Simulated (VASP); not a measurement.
A run of VASP 6.6.1 is set up as follows.

INCAR

```
PREC = Accurate ; ENCUT = 520
EDIFF = 1E-7 ; ISMEAR = -1
SIGMA = 0.05 ; LREAL = F
LASPH = T ; NELM = 80
ALGO = Normal ; ISIF = 2
LWAVE = F ; LCHARG = T
GGA = PE ; LELF = T
LVHAR = T ; NBANDS = 26
```

The input KPOINTS:

```
regular mesh
0
Gamma
  10 10 6
```

Contents of POSCAR:

```
ZnS
1.0
    3.6782629023      0.0000000000      0.0000000000
   -1.8391314512      3.1854691152      0.0000000000
    0.0000000000      0.0000000000      6.0639073800
Zn S
2 2
Direct
    0.3333333333      0.6666666667      0.0016974233
    0.6666666667      0.3333333333      0.5016974233
    0.3333333333      0.6666666667      0.3743025767
    0.6666666667      0.3333333333      0.8743025767
```

Potentials or basis: VASP PAW PBE potentials, release 64 (Zn, S).

Run with:

```console
$ cat potpaw_PBE.64/Zn/POTCAR potpaw_PBE.64/S/POTCAR > POTCAR
$ mpirun -np 1 vasp_std > vasp.out
```

**Question.** Predict the pressure.

**Answer.** 11.9 GPa.

**Question.** Predict the band gap on the k mesh.

**Answer.** 2.65 eV.

Caveat: the cell stands under pressure.
